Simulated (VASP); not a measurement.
# GaGe3 (Fm-3m) in VASP: settings compared

GaGe3 is run at these levels: LDA, PBE; tasks: single point.

All numbers are computed with VASP 6.6.1; they aren't measurements. Logs are shortened: lines on timing, memory, paths and dates and some standing lists are left out, and cuts for length are marked.

**1. The cell of the first run**

Symmetry: Fm-3m, No. 225, cubic system. Conventional cell: a = 6.683 Å, b = 6.683 Å, c = 6.683 Å, α = 90.00°, β = 90.00°, γ = 90.00°. Ge (site symmetry m-3m) has 8 Ge at 2.89 Å and 6 Ga at 3.34 Å within 3.8 Å. Within 3.8 Å of Ge (site symmetry -43m) lie 10 Ge at 2.89 to 3.34 Å and 4 Ga at 2.89 Å. Within 3.8 Å of Ga (site symmetry m-3m) lie 14 Ge at 2.89 to 3.34 Å.

**2. Single point, LDA**

INCAR

```
SYSTEM = GaGe3
  PREC = Accurate
  ENCUT = 520
  EDIFF = 1E-7
  ISMEAR = -1
  SIGMA = 0.05
  LREAL = .FALSE.
  LASPH = .TRUE.
  NELM = 100
  ALGO = Normal
  ISIF = 2
  LWAVE = .FALSE.
  LCHARG = .FALSE.
  GGA = CA
  NBANDS = 36
```

KPOINTS

```
regular mesh
0
G
  7 7 7
  0 0 0
```

POSCAR

```
GaGe3
1.0
    0.0000000000      3.3413888613      3.3413888613
    3.3413888613      0.0000000000      3.3413888613
    3.3413888613      3.3413888613      0.0000000000
Ge Ga
3 1
Direct
    0.5000000000      0.5000000000      0.5000000000
    0.7500000000      0.7500000000      0.7500000000
    0.2500000000      0.2500000000      0.2500000000
    0.0000000000      0.0000000000      0.0000000000
```

Potentials or basis: VASP PAW LDA potentials, release 64 (Ge_d, Ga_d).

Launch:

```
$ cat potpaw_LDA.64/Ge_d/POTCAR potpaw_LDA.64/Ga_d/POTCAR > POTCAR
$ mpirun -np 1 vasp_std > vasp.out
```

OUTCAR:

```text
SYSTEM = GaGe3
   PREC = Accurate
   ENCUT = 520
   EDIFF = 1E-7
   ISMEAR = -1
   LREAL = .FALSE.
   LASPH = .TRUE.
   NELM = 100
   ISIF = 2
   GGA = CA

 ion  position               nearest neighbor table
   1  0.500  0.500  0.500-   3 2.89   3 2.89   3 2.89   2 2.89   3 2.89   2 2.89   2 2.89   2 2.89

   2  0.750  0.750  0.750-   1 2.89   1 2.89   1 2.89   1 2.89   4 2.89   4 2.89   4 2.89   4 2.89

   3  0.250  0.250  0.250-   4 2.89   4 2.89   4 2.89   1 2.89   4 2.89   1 2.89   1 2.89   1 2.89

   4  0.000  0.000  0.000-   2 2.89   2 2.89   2 2.89   2 2.89   3 2.89   3 2.89   3 2.89   3 2.89

  LATTYP: Found a face centered cubic cell.
 ALAT       =     6.6827777226

  Lattice vectors:

 A1 = (   0.0000000000,   3.3413888613,   3.3413888613)
 A2 = (   3.3413888613,   0.0000000000,   3.3413888613)
 A3 = (   3.3413888613,   3.3413888613,   0.0000000000)

Analysis of symmetry for initial positions (statically):
=====================================================================
 Subroutine PRICEL returns:
 Original cell was already a primitive cell.

 Routine SETGRP: Setting up the symmetry group for a
 face centered cubic supercell.

 Subroutine GETGRP returns: Found 48 space group operations
 (whereof 48 operations were pure point group operations)
 out of a pool of 48 trial point group operations.

The static configuration has the point symmetry O_h .

Analysis of symmetry for dynamics (positions and initial velocities):
=====================================================================
 Subroutine PRICEL returns:
 Original cell was already a primitive cell.

 Routine SETGRP: Setting up the symmetry group for a
 face centered cubic supercell.

 Subroutine GETGRP returns: Found 48 space group operations
 (whereof 48 operations were pure point group operations)
 out of a pool of 48 trial point group operations.

The dynamic configuration has the point symmetry O_h .

 Subroutine INISYM returns: Found 48 space group operations
 (whereof 48 operations are pure point group operations),
 and found     1 'primitive' translations

----------------------------------------------------------------------------------------

                                     Primitive cell

  volume of cell :      74.6124

  direct lattice vectors                    reciprocal lattice vectors
     0.000000000  3.341388861  3.341388861    -0.149638375  0.149638375  0.149638375
     3.341388861  0.000000000  3.341388861     0.149638375 -0.149638375  0.149638375
     3.341388861  3.341388861  0.000000000     0.149638375  0.149638375 -0.149638375

  length of vectors
     4.725437445  4.725437445  4.725437445     0.259181269  0.259181269  0.259181269

  position of ions in fractional coordinates (direct lattice)
     0.500000000  0.500000000  0.500000000
     0.750000000  0.750000000  0.750000000
     0.250000000  0.250000000  0.250000000
     0.000000000  0.000000000  0.000000000

  ion indices of the primitive-cell ions
   primitive index   ion index
                 1           1
                 2           2
                 3           3
                 4           4

----------------------------------------------------------------------------------------

 KPOINTS: regular mesh

Automatic generation of k-mesh.
 Grid dimensions read from file:
 generate k-points for:    7    7    7

 Generating k-lattice:

  Cartesian coordinates                     Fractional coordinates (reciprocal lattice)
    -0.021376911  0.021376911  0.021376911     0.142857143  0.000000000  0.000000000
     0.021376911 -0.021376911  0.021376911     0.000000000  0.142857143  0.000000000
     0.021376911  0.021376911 -0.021376911     0.000000000  0.000000000  0.142857143

  Length of vectors
     0.037025896  0.037025896  0.037025896

  Shift w.r.t. Gamma in fractional coordinates (k-lattice)
     0.000000000  0.000000000  0.000000000

 Subroutine IBZKPT returns following result:
 ===========================================

 Found     20 irreducible k-points:

 Following reciprocal coordinates:
            Coordinates               Weight
  0.000000  0.000000  0.000000      1.000000
  0.142857  0.000000  0.000000      8.000000
  0.285714  0.000000  0.000000      8.000000
  0.428571  0.000000  0.000000      8.000000
  0.142857  0.142857  0.000000      6.000000
  0.285714  0.142857  0.000000     24.000000
[... 12 lines left out ...]
 -0.428571  0.428571  0.142857     24.000000
 -0.285714  0.428571  0.142857     24.000000
   k-points           NKPTS =     20   k-points in BZ     NKDIM =     20   number of bands    NBANDS=     36
   number of dos      NEDOS =    301   number of ions     NIONS =      4
   total plane-waves  NPLWV =  46656
   dimension x,y,z NGX =    36 NGY =   36 NGZ =   36
   dimension x,y,z NGXF=    72 NGYF=   72 NGZF=   72
   ions per type =               3   1
   NGX,Y,Z   is equivalent  to a cutoff of  12.67, 12.67, 12.67 a.u.
   NGXF,Y,Z  is equivalent  to a cutoff of  25.33, 25.33, 25.33 a.u.
 SYSTEM =  GaGe3
   PREC   = accura    normal or accurate (medium, high low for compatibility)
   ISTART =      0    job   : 0-new  1-cont  2-samecut
   ICHARG =      2    charge: 1-file 2-atom 10-const
   ISPIN  =      1    spin polarized calculation?
   LNONCOLLINEAR =      F non collinear calculations
   LSORBIT =      F    spin-orbit coupling
   LASPH  =      T    aspherical Exc in radial PAW
   ENCUT  =  520.0 eV  38.22 Ry    6.18 a.u.   8.79  8.79  8.79*2*pi/ulx,y,z
   NELM   =    100;   NELMIN=  2; NELMDL= -5     # of ELM steps
   EDIFF  = 0.1E-06   stopping-criterion for ELM
   LREAL  =      F    real-space projection
   EDIFFG = 0.1E-05   stopping-criterion for IOM
   NSW    =      0    number of steps for IOM
   IBRION =     -1    ionic relax: 0-MD 1-quasi-New 2-CG
   NFREE  =      0    steps in history (QN), initial steepest desc. (CG)
   ISIF   =      2    stress and relaxation
   ISYM   =      2    0-nonsym 1-usesym 2-fastsym
   POTIM  = 0.5000    time-step for ionic-motion
   TEBEG  =    0.0;   TEEND  =   0.0 temperature during run
   PSTRESS=    0.0 pullay stress
   NELECT =      55.0000    total number of electrons
   NUPDOWN=      -1.0000    fix difference up-down
   EMIN   =  10.00;   EMAX   =-10.00  energy-range for DOS
   EFERMI =   0.00;   METHOD = LEGACY
   ISMEAR =    -1;   SIGMA  =   0.05  broadening in eV -4-tet -1-fermi 0-gaus
   EFERMI_NEDOS =   21; number of points for ismear=-14 and -15
   IALGO  =     38    algorithm
   IMIX   =      4    mixing-type and parameters
     AMIX     =   0.40;   BMIX     =  1.00
     AMIX_MAG =   1.60;   BMIX_MAG =  1.00
  volume/ion in A,a.u.               =      18.65       125.88
  Fermi-wavevector in a.u.,A,eV,Ry     =   1.478854  2.794629 29.756076  2.187010
  Thomas-Fermi vector in A             =   2.593084
   LORBIT       =      0    0 simple, 1 ext, 2 COOP (PROOUT), +10 PAW based schemes
   GGA     = CA    functional components
   LHFCALC =     F    Hartree Fock is set to
   AEXX    =    0.0000 exact exchange contribution
   IVDW    =     0    specifies the selected vdW correction
   LEPSILON=     F    determine dielectric tensor
   LRPA    =     F    only Hartree local field effects (RPA)
 non-spin polarized calculation
  energy-cutoff  :      520.00
  volume of cell :       74.61
 maximum number of plane-waves:      2017
   NGX = 17   NGY = 17   NGZ = 17

 number of electron      55.0000033 magnetization

 Free energy of the ion-electron system (eV)
  ---------------------------------------------------
  ext. energy  EPLUGINS =         0.00000000
  ---------------------------------------------------
  free energy    TOTEN  =       -18.26461514 eV

  energy without entropy =      -18.25574161  energy(sigma->0) =      -18.26017837

 E-fermi :   6.2431     XC(G=0): -11.5756

 val. band max:        6.1435503947   @ k =  -0.4286   0.1429   0.0000
 cond. band min:       6.3394950726   @ k =   0.2857   0.1429   0.0000
 fundamental gap:      0.1959446779
 Fermi energy:         6.2431425738

 k-point     1 :       0.0000    0.0000    0.0000
  band No.  band energies     occupation
      1     -18.5040      2.00000
      2     -18.5040      2.00000
      3     -18.4976      2.00000
      4     -18.4976      2.00000
      5     -18.4976      2.00000
      6     -18.4739      2.00000
[... 28 lines left out ...]
     35      11.1397      0.00000
     36      16.2920      0.00000

 k-point     2 :       0.1429    0.0000    0.0000
  band No.  band energies     occupation
      1     -18.5017      2.00000
      2     -18.5017      2.00000
      3     -18.5017      2.00000
      4     -18.4997      2.00000
      5     -18.4997      2.00000
      6     -18.4709      2.00000
[... 28 lines left out ...]
     35      12.0316      0.00000
     36      14.7355      0.00000

 k-point     3 :       0.2857    0.0000    0.0000
  band No.  band energies     occupation
      1     -18.5081      2.00000
      2     -18.5081      2.00000
      3     -18.5030      2.00000
      4     -18.4894      2.00000
      5     -18.4894      2.00000
      6     -18.4658      2.00000
[... 28 lines left out ...]
     35      13.9221      0.00000
     36      13.9221      0.00000
[... 586 lines left out ...]
 k-point    19 :      -0.4286    0.4286    0.1429
  band No.  band energies     occupation
      1     -18.5153      2.00000
      2     -18.5133      2.00000
      3     -18.4940      2.00000
      4     -18.4876      2.00000
      5     -18.4760      2.00000
      6     -18.4669      2.00000
[... 28 lines left out ...]
     35      13.1546      0.00000
     36      13.3744      0.00000

 k-point    20 :      -0.2857    0.4286    0.1429
  band No.  band energies     occupation
      1     -18.5146      2.00000
      2     -18.5068      2.00000
      3     -18.5030      2.00000
      4     -18.4830      2.00000
      5     -18.4740      2.00000
      6     -18.4675      2.00000
[... 28 lines left out ...]
     35      13.1055      0.00000
     36      13.4147      0.00000

------------------------ aborting loop because EDIFF is reached ----------------------------------------

  FORCE on cell =-STRESS in cart. coord.  units (eV):
  Direction    XX          YY          ZZ          XY          YZ          ZX
  --------------------------------------------------------------------------------------
  -------------------------------------------------------------------------------------
  Total       -1.4309076     -1.4309076     -1.4309076      0.0000000      0.0000000     -0.0000000
  in kB      -30.7263610    -30.7263610    -30.7263610      0.0000000      0.0000000     -0.0000000
  external PRESSURE =     -30.7263610 kB  Pullay stress =       0.0000000 kB

 VOLUME and BASIS-vectors are now :
 -----------------------------------------------------------------------------
  energy-cutoff  :      520.00
  volume of cell :       74.61
      direct lattice vectors                 reciprocal lattice vectors
     0.000000000  3.341388861  3.341388861    -0.149638375  0.149638375  0.149638375
     3.341388861  0.000000000  3.341388861     0.149638375 -0.149638375  0.149638375
     3.341388861  3.341388861  0.000000000     0.149638375  0.149638375 -0.149638375

 POSITION                                       TOTAL-FORCE (eV/Angst)
 -----------------------------------------------------------------------------------
      3.34139      3.34139      3.34139        -0.000000     -0.000000     -0.000000
      5.01208      5.01208      5.01208         0.000000      0.000000      0.000000
      1.67069      1.67069      1.67069         0.000000      0.000000      0.000000
      0.00000      0.00000      0.00000        -0.000000     -0.000000     -0.000000
 -----------------------------------------------------------------------------------
    total drift:                                0.000000      0.000000      0.000000

  FREE ENERGIE OF THE ION-ELECTRON SYSTEM (eV)
  ---------------------------------------------------
  free  energy   TOTEN  =       -18.2646151404 eV

  energy  without entropy=      -18.2557416056  energy(sigma->0) =      -18.26017837
```

It took 33 s on 1 thread of Intel Xeon Platinum 8375C at 2.90GHz (Ice Lake), shared host; peak memory 0.19 GiB.

What came out:

* Free energy: -18.2646 eV
* Pressure: -3.1 GPa

**3. Single point, PBE**

INCAR

```
SYSTEM = GaGe3
PREC = Accurate
ENCUT = 520
EDIFF = 1E-6
ISMEAR = -1
SIGMA = 0.05
LREAL = .False.
LASPH = .True.
NELM = 60
ALGO = Normal
ISIF = 2
LWAVE = .False.
LCHARG = .False.
GGA = PE
NBANDS = 36
```

KPOINTS

```
Automatic mesh
0
Gamma
  7 7 7
  0 0 0
```

POSCAR is that of step 2.

Potentials or basis: VASP PAW PBE potentials, release 64 (Ge_d, Ga_d).

Launch:

```
$ cat potpaw_PBE.64/Ge_d/POTCAR potpaw_PBE.64/Ga_d/POTCAR > POTCAR
$ mpirun -np 1 vasp_std > vasp.out
```

It took 33 s on 1 thread of Intel Xeon Platinum 8375C at 2.90GHz (Ice Lake), shared host; peak memory 0.22 GiB.

It converged, with:

```yaml
Free_energy: -15.5084 eV
Pressure: 2.3 GPa
```

Levels at points of the mesh, in eV from the Fermi level:
| k point | band 26 | band 27 | band 28 | band 29 | band 30 | band 31 |
| --- | --- | --- | --- | --- | --- | --- |
| (0.00, 0.00, 0.00) | -1.61 | -1.33 | -1.33 | -1.33 | -0.87 | 0.29 |

(Continued in part 2 of 3.)
